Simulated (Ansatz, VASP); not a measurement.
# Mo: VASP beside Ansatz

```
Mo
1.0
     0.00000    2.00107    2.00107
     2.00107    0.00000    2.00107
     2.00107    2.00107    0.00000
Mo
1
Cartesian
  0.0000 0.0000 0.0000
```

Alike in both runs: functional PBE; k mesh 18 × 18 × 18; occupations gaussian, width 0.1 eV; no spin polarisation.

Ansatz relaxed the structure, and its values are those at the end. VASP's run is a single point on that final structure, the one shown.

|  | VASP | Ansatz |
| --- | --- | --- |
| version | VASP 6.6.1 | Ansatz 0.2.0 |
| potentials or method | VASP PAW PBE potentials, release 64 (Mo_sv), cutoff 500 eV | scalar-relativistic, plane waves, PAW |
| valence electrons in the cell | 14 | 14 |

```csv
,VASP,Ansatz,Ansatz less VASP
gap on the k mesh at the Fermi level (eV),none,none,-
pressure (GPa),0.5,0.0,-0.50
```

A gap of «none» marks a metal or a gap that the smearing closes.
